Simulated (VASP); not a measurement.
# Al3BAs4 (Amm2) in VASP: single point with PBE

Aim: the single point of Al3BAs4 with PBE.

Program: VASP 6.6.1. These are calculated values, not measurements. Logs are shortened: lines on timing, memory, paths and dates and some standing lists are left out, and cuts for length are marked.

## (1) The cell of the first run

It takes space group Amm2 (No. 38, orthorhombic). Conventional cell: a = 3.758 Å, b = 7.515 Å, c = 10.628 Å, α = 90.00°, β = 90.00°, γ = 90.00°. Within 3.0 Å of Al (site symmetry m) lie 4 As at 2.30 Å. Al (site symmetry mm2) has 4 As at 2.30 Å within 3.0 Å. Within 3.0 Å of B (site symmetry mm2) lie 4 As at 2.30 Å. As (site symmetry m) has 3 Al at 2.30 Å and 1 B at 2.30 Å within 3.0 Å. As (site symmetry mm2) has 2 Al at 2.30 Å and 2 B at 2.30 Å within 3.0 Å. As (site symmetry mm2) has 4 Al at 2.30 Å within 3.0 Å.

## (2) Single point, PBE

Input file INCAR:

```
SYSTEM = Al3BAs4
ALGO = Normal
EDIFF = 1E-7
ENCUT = 520
GGA = PE
ISIF = 2
ISMEAR = 0
LASPH = .TRUE.
LCHARG = .FALSE.
LREAL = .FALSE.
LWAVE = .FALSE.
NBANDS = 26
NELM = 80
PREC = Accurate
SIGMA = 0.1
```

Input file KPOINTS:

```
k-points
0
G
  4 4 4
  0 0 0
```

Input file POSCAR:

```
Al3BAs4
1.0
    3.7575467500      0.0000000000      0.0000000000
    0.0000000000      3.7575467500      5.3139735700
    0.0000000000     -3.7575467500      5.3139735700
Al B As
3 1 4
Direct
    0.0000000000      0.0000000000      0.5000000000
    0.5000000000      0.5000000000      0.5000000000
    0.0000000000      0.5000000000      0.0000000000
    0.5000000000      0.0000000000      0.0000000000
    0.5000000000      0.1250000000      0.6250000000
    0.0000000000      0.1250000000      0.1250000000
    0.0000000000      0.6250000000      0.6250000000
    0.5000000000      0.6250000000      0.1250000000
```

Potentials or basis: VASP PAW PBE potentials, release 64 (Al, B, As).

Launch:

```bash
$ cat potpaw_PBE.64/Al/POTCAR potpaw_PBE.64/B/POTCAR potpaw_PBE.64/As/POTCAR > POTCAR
$ mpirun -np 1 vasp_std > vasp.out
```

OUTCAR:

```text
SYSTEM = Al3BAs4
   EDIFF = 1E-7
   ENCUT = 520
   GGA = PE
   ISIF = 2
   ISMEAR = 0
   LASPH = .TRUE.
   LREAL = .FALSE.
   NELM = 80
   PREC = Accurate

 ion  position               nearest neighbor table
   1  0.000  0.000  0.500-   5 2.30   6 2.30   7 2.30   5 2.30
   2  0.500  0.500  0.500-   5 2.30   7 2.30   8 2.30   7 2.30
   3  0.000  0.500  0.000-   6 2.30   7 2.30   8 2.30   8 2.30
   4  0.500  0.000  0.000-   5 2.30   6 2.30   8 2.30   6 2.30
   5  0.500  0.125  0.625-   1 2.30   2 2.30   4 2.30   1 2.30
   6  0.000  0.125  0.125-   1 2.30   3 2.30   4 2.30   4 2.30
   7  0.000  0.625  0.625-   1 2.30   2 2.30   3 2.30   2 2.30
   8  0.500  0.625  0.125-   2 2.30   3 2.30   4 2.30   3 2.30

  LATTYP: Found a base centered orthorhombic cell.
 ALAT       =     7.5150935000
 B/A-ratio  =     1.4142135610
 C/A-ratio  =     0.5000000000

  Lattice vectors:

 A1 = (   0.0000000000,   3.7575467500,  -5.3139735700)
 A2 = (   0.0000000000,   3.7575467500,   5.3139735700)
 A3 = (   3.7575467500,   0.0000000000,   0.0000000000)

Analysis of symmetry for initial positions (statically):
=====================================================================
 Subroutine PRICEL returns:
 Original cell was already a primitive cell.

 Routine SETGRP: Setting up the symmetry group for a
 base centered orthorhombic supercell.

 Subroutine GETGRP returns: Found  4 space group operations
 (whereof  4 operations were pure point group operations)
 out of a pool of  8 trial point group operations.

The static configuration has the point symmetry C_2v.

Analysis of symmetry for dynamics (positions and initial velocities):
=====================================================================
 Subroutine PRICEL returns:
 Original cell was already a primitive cell.

 Routine SETGRP: Setting up the symmetry group for a
 base centered orthorhombic supercell.

 Subroutine GETGRP returns: Found  4 space group operations
 (whereof  4 operations were pure point group operations)
 out of a pool of  8 trial point group operations.

The dynamic configuration has the point symmetry C_2v.

 Subroutine INISYM returns: Found  4 space group operations
 (whereof  4 operations are pure point group operations),
 and found     1 'primitive' translations

----------------------------------------------------------------------------------------

                                     Primitive cell

  volume of cell :     150.0577

  direct lattice vectors                    reciprocal lattice vectors
     3.757546750  0.000000000  0.000000000     0.266131087  0.000000000  0.000000000
     0.000000000  3.757546750  5.313973570     0.000000000  0.133065543  0.094091548
     0.000000000 -3.757546750  5.313973570     0.000000000 -0.133065543  0.094091548

  length of vectors
     3.757546750  6.508261879  6.508261879     0.266131087  0.162971342  0.162971342

  position of ions in fractional coordinates (direct lattice)
     0.000000000  1.000000000  0.500000000
     0.500000000  0.500000000  0.500000000
     0.000000000  0.500000000  1.000000000
     0.500000000  0.000000000  0.000000000
     0.500000000  0.125000000  0.625000000
     0.000000000  0.125000000  0.125000000
     0.000000000  0.625000000  0.625000000
     0.500000000  0.625000000  0.125000000

  ion indices of the primitive-cell ions
   primitive index   ion index
                 1           1
                 2           2
                 3           3
                 4           4
                 5           5
                 6           6
                 7           7
                 8           8

----------------------------------------------------------------------------------------

 KPOINTS: k-points

Automatic generation of k-mesh.
 Grid dimensions read from file:
 generate k-points for:    4    4    4

 Generating k-lattice:

  Cartesian coordinates                     Fractional coordinates (reciprocal lattice)
     0.066532772  0.000000000  0.000000000     0.250000000  0.000000000  0.000000000
     0.000000000  0.033266386  0.023522887     0.000000000  0.250000000 -0.000000000
     0.000000000 -0.033266386  0.023522887     0.000000000 -0.000000000  0.250000000

  Length of vectors
     0.066532772  0.040742835  0.040742835

  Shift w.r.t. Gamma in fractional coordinates (k-lattice)
     0.000000000  0.000000000  0.000000000

 Subroutine IBZKPT returns following result:
 ===========================================

 Found     21 irreducible k-points:

 Following reciprocal coordinates:
            Coordinates               Weight
  0.000000  0.000000  0.000000      1.000000
  0.250000  0.000000  0.000000      2.000000
  0.500000  0.000000  0.000000      1.000000
  0.000000  0.250000  0.000000      4.000000
  0.250000  0.250000  0.000000      8.000000
  0.500000  0.250000  0.000000      4.000000
[... 13 lines left out ...]
  0.250000  0.500000  0.500000      2.000000
  0.500000  0.500000  0.500000      1.000000
   k-points           NKPTS =     21   k-points in BZ     NKDIM =     21   number of bands    NBANDS=     26
   number of dos      NEDOS =    301   number of ions     NIONS =      8
   total plane-waves  NPLWV =  64512
   dimension x,y,z NGX =    28 NGY =   48 NGZ =   48
   dimension x,y,z NGXF=    56 NGYF=   96 NGZF=   96
   ions per type =               3   1   4
   NGX,Y,Z   is equivalent  to a cutoff of  12.39, 12.26, 12.26 a.u.
   NGXF,Y,Z  is equivalent  to a cutoff of  24.78, 24.52, 24.52 a.u.
 SYSTEM =  Al3BAs4
   PREC   = accura    normal or accurate (medium, high low for compatibility)
   ISTART =      0    job   : 0-new  1-cont  2-samecut
   ICHARG =      2    charge: 1-file 2-atom 10-const
   ISPIN  =      1    spin polarized calculation?
   LNONCOLLINEAR =      F non collinear calculations
   LSORBIT =      F    spin-orbit coupling
   LASPH  =      T    aspherical Exc in radial PAW
   ENCUT  =  520.0 eV  38.22 Ry    6.18 a.u.   6.99 12.10 12.10*2*pi/ulx,y,z
   NELM   =     80;   NELMIN=  2; NELMDL= -5     # of ELM steps
   EDIFF  = 0.1E-06   stopping-criterion for ELM
   LREAL  =      F    real-space projection
   EDIFFG = 0.1E-05   stopping-criterion for IOM
   NSW    =      0    number of steps for IOM
   IBRION =     -1    ionic relax: 0-MD 1-quasi-New 2-CG
   NFREE  =      0    steps in history (QN), initial steepest desc. (CG)
   ISIF   =      2    stress and relaxation
   ISYM   =      2    0-nonsym 1-usesym 2-fastsym
   POTIM  = 0.5000    time-step for ionic-motion
   TEBEG  =    0.0;   TEEND  =   0.0 temperature during run
   PSTRESS=    0.0 pullay stress
   NELECT =      32.0000    total number of electrons
   NUPDOWN=      -1.0000    fix difference up-down
   EMIN   =  10.00;   EMAX   =-10.00  energy-range for DOS
   EFERMI =   0.00;   METHOD = LEGACY
   ISMEAR =     0;   SIGMA  =   0.10  broadening in eV -4-tet -1-fermi 0-gaus
   EFERMI_NEDOS =   21; number of points for ismear=-14 and -15
   IALGO  =     38    algorithm
   IMIX   =      4    mixing-type and parameters
     AMIX     =   0.40;   BMIX     =  1.00
     AMIX_MAG =   1.60;   BMIX_MAG =  1.00
  volume/ion in A,a.u.               =      18.76       126.58
  Fermi-wavevector in a.u.,A,eV,Ry     =   0.978075  1.848293 13.015747  0.956630
  Thomas-Fermi vector in A             =   2.108822
   LORBIT       =      0    0 simple, 1 ext, 2 COOP (PROOUT), +10 PAW based schemes
   GGA     = PE    functional components
   LHFCALC =     F    Hartree Fock is set to
   AEXX    =    0.0000 exact exchange contribution
   IVDW    =     0    specifies the selected vdW correction
   LEPSILON=     F    determine dielectric tensor
   LRPA    =     F    only Hartree local field effects (RPA)
 non-spin polarized calculation
 Gauss-broadening in eV      SIGMA  =   0.10
  energy-cutoff  :      520.00
  volume of cell :      150.06
 maximum number of plane-waves:      4110
 NGX is ok and might be reduce to    28
   NGX = 13   NGY = 25   NGZ = 25

 number of electron      32.0000005 magnetization

 Free energy of the ion-electron system (eV)
  ---------------------------------------------------
  ext. energy  EPLUGINS =         0.00000000
  ---------------------------------------------------
  free energy    TOTEN  =       -36.63251266 eV

  energy without entropy =      -36.63251266  energy(sigma->0) =      -36.63251266

 E-fermi :   5.4449     XC(G=0):  -9.6651

 val. band max:        5.0620833091   @ k =   0.0000   0.0000   0.0000
 cond. band min:       5.8210060005   @ k =   0.5000   0.5000   0.5000
 fundamental gap:      0.7589226914
 Fermi energy:         5.4448536133

 k-point     1 :       0.0000    0.0000    0.0000
  band No.  band energies     occupation
      1      -8.0027      2.00000
      2      -6.1209      2.00000
      3      -6.0985      2.00000
      4      -5.3378      2.00000
      5      -1.8525      2.00000
      6      -1.4278      2.00000
[... 18 lines left out ...]
     25       9.7439      0.00000
     26       9.7867      0.00000

 k-point     2 :       0.2500    0.0000    0.0000
  band No.  band energies     occupation
      1      -7.5033      2.00000
      2      -5.7612      2.00000
      3      -5.7417      2.00000
      4      -5.3734      2.00000
      5      -1.5801      2.00000
      6      -0.9992      2.00000
[... 18 lines left out ...]
     25      10.2194      0.00000
     26      10.9050      0.00000

 k-point     3 :       0.5000    0.0000    0.0000
  band No.  band energies     occupation
      1      -6.2663      2.00000
      2      -6.2442      2.00000
      3      -5.2820      2.00000
      4      -5.2806      2.00000
      5      -1.3933      2.00000
      6      -0.6591      2.00000
[... 485 lines left out ...]
 k-point    20 :       0.2500    0.5000    0.5000
  band No.  band energies     occupation
      1      -6.6585      2.00000
      2      -6.6080      2.00000
      3      -5.8766      2.00000
      4      -5.8564      2.00000
      5      -0.9419      2.00000
      6      -0.2824      2.00000
[... 18 lines left out ...]
     25      10.0551      0.00000
     26      11.3957      0.00000

 k-point    21 :       0.5000    0.5000    0.5000
  band No.  band energies     occupation
      1      -6.1203      2.00000
      2      -6.1008      2.00000
      3      -5.3408      2.00000
      4      -5.3385      2.00000
      5      -1.9715      2.00000
      6      -1.4331      2.00000
[... 18 lines left out ...]
     25       9.5386      0.00000
     26      10.1387      0.00000

------------------------ aborting loop because EDIFF is reached ----------------------------------------

  FORCE on cell =-STRESS in cart. coord.  units (eV):
  Direction    XX          YY          ZZ          XY          YZ          ZX
  --------------------------------------------------------------------------------------
  -------------------------------------------------------------------------------------
  Total       13.7067908     13.0828252     12.5279676      0.0000000      0.0000000      0.0000000
  in kB      146.3484729    139.6863438    133.7620861      0.0000000      0.0000000      0.0000000
  external PRESSURE =     139.9323009 kB  Pullay stress =       0.0000000 kB

 VOLUME and BASIS-vectors are now :
 -----------------------------------------------------------------------------
  energy-cutoff  :      520.00
  volume of cell :      150.06
      direct lattice vectors                 reciprocal lattice vectors
     3.757546750  0.000000000  0.000000000     0.266131087  0.000000000  0.000000000
     0.000000000  3.757546750  5.313973570     0.000000000  0.133065543  0.094091548
     0.000000000 -3.757546750  5.313973570     0.000000000 -0.133065543  0.094091548

 POSITION                                       TOTAL-FORCE (eV/Angst)
 -----------------------------------------------------------------------------------
      0.00000     -1.87877      2.65699         0.000000     -0.360901     -0.001653
      1.87877      0.00000      5.31397         0.000000      0.000000      0.242745
      0.00000      1.87877      2.65699         0.000000      0.360901     -0.001653
      1.87877      0.00000      0.00000         0.000000      0.000000     -0.031965
      1.87877     -1.87877      3.98548         0.000000     -2.286588      1.594990
      0.00000      0.00000      1.32849         0.000000      0.000000     -3.402054
      0.00000      0.00000      6.64247         0.000000      0.000000      0.004600
      1.87877      1.87877      3.98548         0.000000      2.286588      1.594990
 -----------------------------------------------------------------------------------
    total drift:                                0.000000      0.000000      0.000049

  FREE ENERGIE OF THE ION-ELECTRON SYSTEM (eV)
  ---------------------------------------------------
  free  energy   TOTEN  =       -36.6325126567 eV

  energy  without entropy=      -36.6325126554  energy(sigma->0) =      -36.63251266
```

Wall time 2 min (1 thread of Intel Xeon 6975P-C, shared host); peak memory 0.28 GiB.

Results:

- Free energy: -36.6325 eV
- Pressure: 14.0 GPa
- Largest force: 3.402 eV/Å
- Band gap on the k mesh: 0.76 eV, indirect (least direct gap 0.85 eV)

Forces on the atoms (eV/Å):
```
Al   0.000 -0.361 -0.002
Al   0.000  0.000  0.243
Al   0.000  0.361 -0.002
B    0.000  0.000 -0.032
As   0.000 -2.287  1.595
As   0.000  0.000 -3.402
As   0.000  0.000  0.005
As   0.000  2.287  1.595
```

Stress tensor (GPa, compression positive):
```
14.63  0.00  0.00
 0.00 13.97  0.00
 0.00  0.00 13.38
```

Caveat: forces of over 1 eV/Å act on the atoms, so gaps and moduli don't describe the material at rest.
